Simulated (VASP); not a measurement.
The system is Al3GaO6.

```xyz
10
Lattice="-2.3733 4.1953 -0.0198 -4.9459 -0.1151 -0.0804 -2.3668 1.3814 4.3039" Properties=species:S:1:pos:R:3 pbc="T T T"
Al   -7.2214    4.1107    1.7830
Al   -4.8863    2.7934    0.1736
Al   -2.4300    1.2973    2.3223
Ga   -4.8343    2.6464    3.9706
O    -5.6760    1.0851    3.1885
O    -5.7211    4.1673    3.0827
O    -3.0706    2.9550    3.2358
O    -4.0517    4.2956    1.1415
O    -3.9837    1.3666    1.1303
O    -6.5549    2.5909    0.9900
```

* Program: VASP 6.6.1
* Task: relaxation of cell and atoms
* Functional: PBE
* Potentials or basis: VASP PAW PBE potentials, release 64 (Al, Ga_d, O)
* Cutoff: 600 eV
* k mesh: 4 × 4 × 4
* Occupations: gaussian, width 0.1 eV
* Spin: no spin polarisation

At the start: pressure 0.8 GPa; volume 9.12 Å³/atom.

Where does the relaxation end?

Over 12 steps the energy falls by 79.6 meV/atom and the volume is 9.06 Å³/atom (-0.6 %); space group P1 (No. 1, to 0.1 Å) before, R3 (No. 146, to 0.1 Å).

Step by step:
| step | energy change (eV) | largest force (eV/Å) | pressure (GPa) | volume (Å³) |
| --- | --- | --- | --- | --- |
| 1 | 0.0000 | 2.4995 | 0.85 | 91.16 |
| 2 | -0.6577 | 1.1284 | -1.99 | 91.72 |
| 3 | -0.6922 | 0.7946 | -2.10 | 91.62 |
| 4 | -0.7732 | 0.3239 | 1.35 | 90.14 |
| 5 | -0.7735 | 0.3161 | 1.62 | 90.04 |
| 6 | -0.7891 | 0.1526 | -0.66 | 90.92 |
| 7 | -0.7891 | 0.1525 | -0.68 | 90.92 |
| 8 | -0.7940 | 0.0787 | -0.05 | 90.65 |
| 9 | -0.7943 | 0.0752 | 0.18 | 90.56 |
| 10 | -0.7954 | 0.0299 | 0.01 | 90.63 |
| 11 | -0.7954 | 0.0367 | -0.03 | 90.64 |
| 12 | -0.7956 | 0.0161 | 0.01 | 90.63 |

Final structure:
```xyz
10
Lattice="-2.4351 4.2166 -0.0008 -4.8697 -0.0010 0.0005 -2.4357 1.4048 4.4131" Properties=species:S:1:pos:R:3 pbc="T T T"
Al   -7.3054    4.2161    1.9593
Al   -4.8704    2.8098    0.2676
Al   -2.4356    1.4044    2.4122
Ga   -4.8702    2.8100    4.0761
O    -5.6576    1.2268    3.3077
O    -5.8474    4.2832    3.3075
O    -3.1047    2.9208    3.3066
O    -4.1274    4.2991    1.1411
O    -3.9534    1.4230    1.1432
O    -6.5307    2.7089    1.1431
```
